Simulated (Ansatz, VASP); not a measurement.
## One calculation of Ti3Re, two programs

```xyz
4
Lattice="4.0207 0.0000 0.0000 0.0000 4.0207 0.0000 0.0000 0.0000 4.0207" Properties=species:S:1:pos:R:3 pbc="T T T"
Ti    0.0000    2.0103    2.0103
Ti    2.0103    0.0000    2.0103
Ti    2.0103    2.0103    0.0000
Re    0.0000    0.0000    0.0000
```

Alike in both runs: functional PBE; k mesh 4 × 4 × 4; occupations gaussian, width 0.1 eV; no spin polarisation.

Ansatz relaxed the structure, and its values are those at the end. VASP's run is a single point on that final structure, the one shown.

|  | VASP | Ansatz |
| --- | --- | --- |
| version | VASP 6.6.1 | Ansatz 0.2.0 |
| potentials or method | VASP PAW PBE potentials, release 64 (Ti_sv, Re), cutoff 520 eV | scalar-relativistic, plane waves, PAW |
| valence electrons in the cell | 43 | 51 |

VASP gave:

```
gap on the k mesh at the Fermi level (eV) : none
pressure (GPa)                            : -0.4
```

What did Ansatz give for the same quantities?

gap on the k mesh at the Fermi level (eV): none; pressure (GPa): -0.1.

A gap of «none» marks a metal or a gap that the smearing closes. VASP's potentials hold 43 valence electrons a cell and Ansatz's 51, so a difference there can come from the potentials and not from the codes.

The k mesh is coarse, so the values compare programs but aren't converged. Neither program's run includes spin-orbit coupling.
